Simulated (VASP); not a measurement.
# NiO (Fm-3m) in VASP: a series of runs, part 2 of 2

VASP 6.6.1. Earlier steps stand in the parts before.

**4. Single point, PBE+U, collinear spin, ferromagnetic start**

This run uses another cell than the first one, of 9.71 Å³/atom, 1.064 times its volume.

Contents of INCAR:

```
SYSTEM = NiO
PREC = Accurate ; ENCUT = 520
EDIFF = 1E-7 ; ISMEAR = 0
SIGMA = 0.02 ; LREAL = .FALSE.
LASPH = .TRUE. ; NELM = 150
ALGO = Normal ; ISIF = 2
LWAVE = .FALSE. ; LCHARG = .FALSE.
ISPIN = 2 ; MAGMOM = 1.91 0.21
LORBIT = 11 ; LMAXMIX = 4
LDAU = .TRUE. ; LDAUTYPE = 2
LDAUL = 2 -1 ; LDAUU = 6.2 0
LDAUJ = 0 0 ; LDAUPRINT = 1
GGA = PE ; NBANDS = 19
```

Contents of KPOINTS:

```
regular mesh
0
G
  12 12 12
  0 0 0
```

Contents of POSCAR:

```
NiO
1.0
    0.0000000000      2.1337376393      2.1337376393
    2.1337376393      0.0000000000      2.1337376393
    2.1337376393      2.1337376393      0.0000000000
Ni O
1 1
Direct
    0.0000000000      0.0000000000      0.0000000000
    0.5000000000      0.5000000000      0.5000000000
```

Potentials or basis: VASP PAW PBE potentials, release 64 (Ni, O).

Launch:

```sh
$ cat potpaw_PBE.64/Ni/POTCAR potpaw_PBE.64/O/POTCAR > POTCAR
$ mpirun -np 1 vasp_std > vasp.out
```

OUTCAR:

```text
SYSTEM = NiO
   PREC = Accurate
   ENCUT = 520
   EDIFF = 1E-7
   ISMEAR = 0
   LREAL = .FALSE.
   LASPH = .TRUE.
   NELM = 150
   ISIF = 2
   ISPIN = 2
   LORBIT = 11
   GGA = PE

 ion  position               nearest neighbor table
   1  0.000  0.000  0.000-   2 2.13   2 2.13   2 2.13   2 2.13   2 2.13   2 2.13
   2  0.500  0.500  0.500-   1 2.13   1 2.13   1 2.13   1 2.13   1 2.13   1 2.13

  LATTYP: Found a face centered cubic cell.
 ALAT       =     4.2674752786

  Lattice vectors:

 A1 = (   0.0000000000,   2.1337376393,   2.1337376393)
 A2 = (   2.1337376393,   0.0000000000,   2.1337376393)
 A3 = (   2.1337376393,   2.1337376393,   0.0000000000)

Analysis of symmetry for initial positions (statically):
=====================================================================
 Subroutine PRICEL returns:
 Original cell was already a primitive cell.

 Routine SETGRP: Setting up the symmetry group for a
 face centered cubic supercell.

 Subroutine GETGRP returns: Found 48 space group operations
 (whereof 48 operations were pure point group operations)
 out of a pool of 48 trial point group operations.

The static configuration has the point symmetry O_h .

Analysis of symmetry for dynamics (positions and initial velocities):
=====================================================================
 Subroutine PRICEL returns:
 Original cell was already a primitive cell.

 Routine SETGRP: Setting up the symmetry group for a
 face centered cubic supercell.

 Subroutine GETGRP returns: Found 48 space group operations
 (whereof 48 operations were pure point group operations)
 out of a pool of 48 trial point group operations.

The dynamic configuration has the point symmetry O_h .

Analysis of structural, dynamic, and magnetic symmetry:
=====================================================================
 Subroutine PRICEL returns:
 Original cell was already a primitive cell.

 Routine SETGRP: Setting up the symmetry group for a
 face centered cubic supercell.

 Subroutine GETGRP returns: Found 48 space group operations
 (whereof 48 operations were pure point group operations)
 out of a pool of 48 trial point group operations.

The overall configuration has the point symmetry O_h .

 Subroutine INISYM returns: Found 48 space group operations
 (whereof 48 operations are pure point group operations),
 and found     1 'primitive' translations

----------------------------------------------------------------------------------------

                                     Primitive cell

  volume of cell :      19.4291

  direct lattice vectors                    reciprocal lattice vectors
     0.000000000  2.133737639  2.133737639    -0.234330590  0.234330590  0.234330590
[... 114 lines left out ...]
   J (eV)           for each species LDAUJ =   0.0  0.0
   GGA     = PE    functional components
   LHFCALC =     F    Hartree Fock is set to
   AEXX    =    0.0000 exact exchange contribution
   IVDW    =     0    specifies the selected vdW correction
   LEPSILON=     F    determine dielectric tensor
   LRPA    =     F    only Hartree local field effects (RPA)
 spin polarized calculation
 Gauss-broadening in eV      SIGMA  =   0.02
  energy-cutoff  :      520.00
  volume of cell :       19.43
 maximum number of plane-waves:       544
   NGX = 11   NGY = 11   NGZ = 11

atom =   1  type =  1  l = 2

 onsite density matrix

spin component  1

  0.9818 -0.0000 -0.0000  0.0000 -0.0000
 -0.0000  0.9818  0.0000  0.0000  0.0000
 -0.0000  0.0000  1.0279  0.0000 -0.0000
  0.0000  0.0000  0.0000  0.9818  0.0000
 -0.0000  0.0000 -0.0000  0.0000  1.0279

spin component  2

  0.9805 -0.0000  0.0000  0.0000 -0.0000
 -0.0000  0.9805 -0.0000  0.0000 -0.0000
  0.0000 -0.0000  0.1273 -0.0000  0.0000
  0.0000  0.0000 -0.0000  0.9805 -0.0000
 -0.0000 -0.0000  0.0000 -0.0000  0.1273

 occupancies and eigenvectors

  o =  0.1273  v =  0.0000  0.0000  0.0000  0.0000  0.0000  0.0000 -0.0000 -0.9999  0.0000  0.0109      0.0000  0.0000  0.0000  0.0000  0.0000  0.0000  0.0000  0.0000  0.0000  0.0000
  o =  0.1273  v =  0.0000  0.0000  0.0000  0.0000  0.0000  0.0000 -0.0000 -0.0109 -0.0000 -0.9999      0.0000  0.0000  0.0000  0.0000  0.0000  0.0000  0.0000  0.0000  0.0000  0.0000
  o =  0.9805  v =  0.0000  0.0000  0.0000  0.0000  0.0000  0.0000  0.9999 -0.0000  0.0115  0.0000      0.0000  0.0000  0.0000  0.0000  0.0000  0.0000  0.0000  0.0000  0.0000  0.0000
  o =  0.9805  v =  0.0000  0.0000  0.0000  0.0000  0.0000  0.0000  0.0115 -0.0000 -0.9999 -0.0000      0.0000  0.0000  0.0000  0.0000  0.0000  0.0000  0.0000  0.0000  0.0000  0.0000
  o =  0.9805  v =  0.0000  0.0000  0.0000  0.0000  0.0000  1.0000  0.0000  0.0000  0.0000  0.0000      0.0000  0.0000  0.0000  0.0000  0.0000  0.0000  0.0000  0.0000  0.0000  0.0000
  o =  0.9818  v =  0.0000  0.9622 -0.0000 -0.2722 -0.0000  0.0000  0.0000  0.0000  0.0000  0.0000      0.0000  0.0000  0.0000  0.0000  0.0000  0.0000  0.0000  0.0000  0.0000  0.0000
  o =  0.9818  v =  0.0000 -0.2722 -0.0000 -0.9622  0.0000  0.0000  0.0000  0.0000  0.0000  0.0000      0.0000  0.0000  0.0000  0.0000  0.0000  0.0000  0.0000  0.0000  0.0000  0.0000
  o =  0.9818  v =  1.0000  0.0000  0.0000  0.0000  0.0000  0.0000  0.0000  0.0000  0.0000  0.0000      0.0000  0.0000  0.0000  0.0000  0.0000  0.0000  0.0000  0.0000  0.0000  0.0000
  o =  1.0279  v =  0.0000 -0.0000 -0.9999  0.0000 -0.0134  0.0000  0.0000  0.0000  0.0000  0.0000      0.0000  0.0000  0.0000  0.0000  0.0000  0.0000  0.0000  0.0000  0.0000  0.0000
  o =  1.0279  v =  0.0000 -0.0000 -0.0134  0.0000  0.9999  0.0000  0.0000  0.0000  0.0000  0.0000      0.0000  0.0000  0.0000  0.0000  0.0000  0.0000  0.0000  0.0000  0.0000  0.0000

 number of electron      16.0000010 magnetization       1.9999983

 Free energy of the ion-electron system (eV)
  ---------------------------------------------------
  ext. energy  EPLUGINS =         0.00000000
  ---------------------------------------------------
  free energy    TOTEN  =       -10.14193899 eV

  energy without entropy =      -10.14193899  energy(sigma->0) =      -10.14193899

 E-fermi :   6.1299     XC(G=0): -12.2729

 val. band max:        5.9321357285   @ k =   0.5000   0.0000   0.0000
 cond. band min:       8.2928450761   @ k =   0.0000   0.0000   0.0000
 fundamental gap:      2.3607093476
 Fermi energy:         6.1299415490

 spin component 1

 k-point     1 :       0.0000    0.0000    0.0000
  band No.  band energies     occupation
      1     -12.3605      1.00000
      2      -0.1228      1.00000
      3      -0.1227      1.00000
      4       0.9907      1.00000
      5       0.9908      1.00000
      6       0.9908      1.00000
[... 1049 lines left out ...]
     18      36.7799      0.00000
     19      37.3404      0.00000

 [... further k-points ...]

------------------------ aborting loop because EDIFF is reached ----------------------------------------

  FORCE on cell =-STRESS in cart. coord.  units (eV):
  Direction    XX          YY          ZZ          XY          YZ          ZX
  --------------------------------------------------------------------------------------
  -------------------------------------------------------------------------------------
  Total       -0.9944525     -0.9944525     -0.9944525     -0.0000000      0.0000000     -0.0000000
  in kB      -82.0052323    -82.0052323    -82.0052323     -0.0000000      0.0000000     -0.0000000
  external PRESSURE =     -82.0052323 kB  Pullay stress =       0.0000000 kB

 VOLUME and BASIS-vectors are now :
 -----------------------------------------------------------------------------
  energy-cutoff  :      520.00
  volume of cell :       19.43
      direct lattice vectors                 reciprocal lattice vectors
     0.000000000  2.133737639  2.133737639    -0.234330590  0.234330590  0.234330590
     2.133737639  0.000000000  2.133737639     0.234330590 -0.234330590  0.234330590
     2.133737639  2.133737639  0.000000000     0.234330590  0.234330590 -0.234330590

 POSITION                                       TOTAL-FORCE (eV/Angst)
 -----------------------------------------------------------------------------------
      0.00000      0.00000      0.00000        -0.000000     -0.000000     -0.000000
      2.13374      2.13374      2.13374         0.000000      0.000000      0.000000
 -----------------------------------------------------------------------------------
    total drift:                                0.000000     -0.000000     -0.000000

  FREE ENERGIE OF THE ION-ELECTRON SYSTEM (eV)
  ---------------------------------------------------
  free  energy   TOTEN  =       -10.1419389873 eV

  energy  without entropy=      -10.1419389873  energy(sigma->0) =      -10.14193899

 total charge

# of ion       s       p       d       tot
------------------------------------------
    1        0.326   0.379   8.173   8.877
    2        1.548   3.449   0.000   4.997
--------------------------------------------------
tot          1.874   3.827   8.173  13.874

 magnetization (x)

# of ion       s       p       d       tot
------------------------------------------
    1        0.012   0.012   1.803   1.827
    2        0.016   0.147   0.000   0.163
--------------------------------------------------
tot          0.028   0.159   1.803   1.990
```

It took 27 s on 1 thread of Intel Xeon Platinum 8488C (Sapphire Rapids), shared host; peak memory 0.17 GiB.

Results:

```
Free energy                                           : -10.1419 eV
Pressure                                              : -8.2 GPa
Band gap on the k mesh                                : 2.36 eV, indirect (least direct gap 3.16 eV)
Net moment                                            : 2.00 μB per cell
Site moments                                          : Ni +1.83; O +0.16 μB
Valence electrons inside the program's atomic spheres : Ni 8.88; O 5.00
```

Levels at points of the mesh, in eV from the valence-band top:
Spin up:
```csv
k point,band 6,band 7,band 8,band 9,band 10,band 11,band 12,band 13
"(0.00, 0.00, 0.00)",-4.94,-1.18,-1.18,-1.18,2.36,17.57,17.57,17.57
"(0.50, 0.00, 0.00)",-4.51,-3.11,0.00,0.00,6.59,10.54,14.57,14.57
"(0.50, 0.50, 0.00)",-4.22,-4.22,-2.46,-2.46,6.63,11.38,11.51,17.01
```
Spin down:
| k point | band 4 | band 5 | band 6 | band 7 | band 8 | band 9 | band 10 | band 11 |
| --- | --- | --- | --- | --- | --- | --- | --- | --- |
| (0.00, 0.00, 0.00) | -3.94 | -0.85 | -0.85 | -0.85 | 2.62 | 2.62 | 2.71 | 17.82 |
| (0.50, 0.00, 0.00) | -3.89 | -2.24 | -1.79 | -1.79 | 4.73 | 4.73 | 6.76 | 10.99 |
| (0.50, 0.50, 0.00) | -3.15 | -3.15 | -2.15 | -2.15 | 3.03 | 3.37 | 7.27 | 11.65 |

Eigenvalues of the final occupation matrices:
```
    site  spin  trace               eigenvalues
site 1 d     1   5.00  0.98 0.98 0.98 1.03 1.03
site 1 d     2   3.20  0.13 0.13 0.98 0.98 0.98
```

Caveat: a cell with one magnetic atom can't hold antiferromagnetic order, which such compounds often take. The state reached can hang on the start; a lower one may exist.

**5. Single point, PBE+U, collinear spin, ferromagnetic start**

This run uses another cell than the first one, of 9.71 Å³/atom, 1.064 times its volume.

Contents of INCAR:

```
PREC = Accurate
ENCUT = 520
EDIFF = 1E-6
ISMEAR = 0
SIGMA = 0.02
LREAL = F
LASPH = T
NELM = 150
ALGO = Normal
ISIF = 2
LWAVE = F
LCHARG = F
ISPIN = 2
MAGMOM = 1.91 0.21
LORBIT = 11
LMAXMIX = 4
LDAU = T
LDAUTYPE = 2
LDAUL = 2 -1
LDAUU = 6.2 0
LDAUJ = 0 0
LDAUPRINT = 1
GGA = PE
NBANDS = 19
```

Contents of KPOINTS:

```
Automatic mesh
0
Gamma
  12 12 12
```

POSCAR is that of step 4.

Launch:

```sh
$ cat potpaw_PBE.64/Ni/POTCAR potpaw_PBE.64/O/POTCAR > POTCAR
$ mpirun -np 1 vasp_std > vasp.out
```

Wall time 26 s (1 thread of Intel Xeon Platinum 8488C (Sapphire Rapids), shared host); peak memory 0.17 GiB.

It converged, with:

```yaml
Free_energy: -10.1419 eV
Pressure: -8.2 GPa
Band_gap_on_the_k_mesh: 2.36 eV, indirect (least direct gap 3.16 eV)
Net_moment: 2.00 μB per cell
Site_moments: Ni +1.83; O +0.16 μB
Valence_electrons_inside_the_program's_atomic_spheres: Ni 8.88; O 5.00
```

Levels at points of the mesh, in eV from the valence-band top:
Spin up:
```tsv
k point	band 5	band 6	band 7	band 8	band 9	band 10	band 11	band 12	band 13	band 14
(0.00, 0.00, 0.00)	-4.94	-4.94	-1.18	-1.18	-1.18	2.36	17.57	17.57	17.57	18.77
(0.50, 0.00, 0.00)	-4.51	-4.51	-3.11	0.00	0.00	6.59	10.54	14.57	14.57	20.14
(0.50, 0.50, 0.00)	-5.02	-4.22	-4.22	-2.46	-2.46	6.63	11.38	11.51	17.01	17.01
```
Spin down:
```csv
k point,band 3,band 4,band 5,band 6,band 7,band 8,band 9,band 10,band 11,band 12
"(0.00, 0.00, 0.00)",-3.94,-3.94,-0.85,-0.85,-0.85,2.62,2.62,2.71,17.82,17.82
"(0.50, 0.00, 0.00)",-3.89,-3.89,-2.24,-1.79,-1.79,4.73,4.73,6.76,10.99,14.96
"(0.50, 0.50, 0.00)",-4.58,-3.15,-3.15,-2.15,-2.15,3.03,3.37,7.27,11.65,11.76
```

Eigenvalues of the final occupation matrices:
| site | spin | trace | eigenvalues |
| --- | --- | --- | --- |
| site 1 d | 1 | 5.00 | 0.98 0.98 0.98 1.03 1.03 |
| site 1 d | 2 | 3.20 | 0.13 0.13 0.98 0.98 0.98 |

Caveat: a cell with one magnetic atom can't hold antiferromagnetic order, which such compounds often take.

**6. Single point, PBE+U, collinear spin, ferromagnetic start (volume scaled by 1.03)**

Contents of INCAR:

```
ALGO     = Normal         # electronic algorithm
EDIFF    = 1E-7           # SCF threshold, eV
ENCUT    = 520            # plane-wave cutoff, eV
GGA      = PE             # functional
ISIF     = 2              # what is computed and relaxed
ISMEAR   = 0              # smearing method
ISPIN    = 2              # spin polarisation
LASPH    = T              # aspherical terms in the spheres
LCHARG   = F              # write CHGCAR
LDAU     = T              # DFT+U
LDAUJ    = 0 0          
LDAUL    = 2 -1           # shell
LDAUPRINT= 1            
LDAUTYPE = 2            
LDAUU    = 6.2 0          # U, eV
LMAXMIX  = 4              # l up to which the mixer works
LORBIT   = 11             # projections on sites
LREAL    = F              # projectors in reciprocal space
LWAVE    = F              # write WAVECAR
MAGMOM   = 1.91 0.21      # initial moments
NBANDS   = 19             # bands
NELM     = 150            # most SCF steps
PREC     = Accurate       # precision mode
SIGMA    = 0.02           # smearing width, eV
```

Contents of KPOINTS:

```
k-points
0
Gamma
  12 12 12
```

Contents of POSCAR:

```
NiO
1.0
    0.0000000000      2.1548651286      2.1548651286
    2.1548651286      0.0000000000      2.1548651286
    2.1548651286      2.1548651286      0.0000000000
Ni O
1 1
Direct
    0.0000000000      0.0000000000      0.0000000000
    0.5000000000      0.5000000000      0.5000000000
```

Potentials or basis: VASP PAW PBE potentials, release 64 (Ni, O).

Launch:

```sh
$ cat potpaw_PBE.64/Ni/POTCAR potpaw_PBE.64/O/POTCAR > POTCAR
$ mpirun -np 1 vasp_std > vasp.out
```

OUTCAR:

```text
EDIFF = 1E-7
   ENCUT = 520
   GGA = PE
   ISIF = 2
   ISMEAR = 0
   ISPIN = 2
   LASPH = T
   LORBIT = 11
   LREAL = F
   NELM = 150
   PREC = Accurate

 ion  position               nearest neighbor table
   1  0.000  0.000  0.000-   2 2.15   2 2.15   2 2.15   2 2.15   2 2.15   2 2.15
   2  0.500  0.500  0.500-   1 2.15   1 2.15   1 2.15   1 2.15   1 2.15   1 2.15

  LATTYP: Found a face centered cubic cell.
 ALAT       =     4.3097302572

  Lattice vectors:

 A1 = (   0.0000000000,   2.1548651286,   2.1548651286)
 A2 = (   2.1548651286,   0.0000000000,   2.1548651286)
 A3 = (   2.1548651286,   2.1548651286,   0.0000000000)

Analysis of symmetry for initial positions (statically):
=====================================================================
 Subroutine PRICEL returns:
 Original cell was already a primitive cell.

 Routine SETGRP: Setting up the symmetry group for a
[... 222 lines left out ...]
 cond. band min:       7.7477859908   @ k =   0.0000   0.0000   0.0000
 fundamental gap:      2.1945315451
 Fermi energy:         5.7657333445

 spin component 1

 k-point     1 :       0.0000    0.0000    0.0000
  band No.  band energies     occupation
      1     -12.4923      1.00000
      2      -0.4814      1.00000
      3      -0.4813      1.00000
      4       0.6313      1.00000
      5       0.6314      1.00000
      6       0.6314      1.00000
[... 1049 lines left out ...]
     18      35.9348      0.00000
     19      36.4951      0.00000

 [... further k-points ...]
[... 5 lines left out ...]
  --------------------------------------------------------------------------------------
  -------------------------------------------------------------------------------------
  Total       -1.5186800     -1.5186800     -1.5186800      0.0000000      0.0000000      0.0000000
  in kB     -121.5868448   -121.5868448   -121.5868448      0.0000000      0.0000000      0.0000000
  external PRESSURE =    -121.5868448 kB  Pullay stress =       0.0000000 kB

 VOLUME and BASIS-vectors are now :
 -----------------------------------------------------------------------------
  energy-cutoff  :      520.00
  volume of cell :       20.01
      direct lattice vectors                 reciprocal lattice vectors
     0.000000000  2.154865129  2.154865129    -0.232033083  0.232033083  0.232033083
     2.154865129  0.000000000  2.154865129     0.232033083 -0.232033083  0.232033083
     2.154865129  2.154865129  0.000000000     0.232033083  0.232033083 -0.232033083

 POSITION                                       TOTAL-FORCE (eV/Angst)
 -----------------------------------------------------------------------------------
      0.00000      0.00000      0.00000        -0.000000     -0.000000     -0.000000
      2.15487      2.15487      2.15487         0.000000      0.000000      0.000000
 -----------------------------------------------------------------------------------
    total drift:                                0.000000     -0.000000     -0.000000

  FREE ENERGIE OF THE ION-ELECTRON SYSTEM (eV)
  ---------------------------------------------------
  free  energy   TOTEN  =       -10.1054749852 eV

  energy  without entropy=      -10.1054749852  energy(sigma->0) =      -10.10547499

 total charge

# of ion       s       p       d       tot
------------------------------------------
    1        0.319   0.359   8.151   8.829
    2        1.549   3.433   0.000   4.982
--------------------------------------------------
tot          1.867   3.792   8.151  13.811

 magnetization (x)

# of ion       s       p       d       tot
------------------------------------------
    1        0.012   0.012   1.805   1.828
    2        0.015   0.144   0.000   0.159
--------------------------------------------------
tot          0.027   0.156   1.805   1.987
```

It took 29 s on 1 thread of Intel Xeon Platinum 8488C (Sapphire Rapids), shared host; peak memory 0.17 GiB.

Results:

| Property | Result |
| --- | --- |
| Free energy | -10.1055 eV |
| Pressure | -12.2 GPa |
| Band gap on the k mesh | 2.19 eV, indirect (least direct gap 2.96 eV) |
| Net moment | 2.00 μB per cell |
| Site moments | Ni +1.83; O +0.16 μB |
| Valence electrons inside the program's atomic spheres | Ni 8.83; O 4.98 |

Eigenvalues of the final occupation matrices:
```csv
site,spin,trace,eigenvalues
site 1 d,1,4.99,0.98 0.98 0.98 1.02 1.02
site 1 d,2,3.18,0.12 0.12 0.98 0.98 0.98
```

Caveat: the cell differs from its parent crystal (volume scaled by 1.03); a cell with one magnetic atom can't hold antiferromagnetic order, which such compounds often take. A k mesh can miss the band edges.

**7. Overview**

```csv
cell,gap on the mesh (eV),pressure (GPa),moment (μB)
"a = 2.956 Å, angles 60.0°, 2 atoms",2.53,2.2,2.00
"a = 2.987 Å, angles 60.0°, 2 atoms",2.54,-3.4,2.00
"a = 3.018 Å, angles 60.0°, 2 atoms",2.36,-8.2,2.00
"a = 3.047 Å, angles 60.0°, 2 atoms",2.19,-12.2,2.00
```

Alike in all rows: task single point; level PBE+U; potentials or basis VASP PAW PBE potentials, release 64 (Ni, O); spin collinear, ferromagnetic start; Ni d U = 6.2 eV; k mesh 12 × 12 × 12; cutoff (eV) 520; smearing gaussian 0.02 eV.

Caveats: a cell with one magnetic atom can't hold antiferromagnetic order, which such compounds often take.

Total energies depend on the potentials used, so only differences within one code and one set of settings carry meaning.
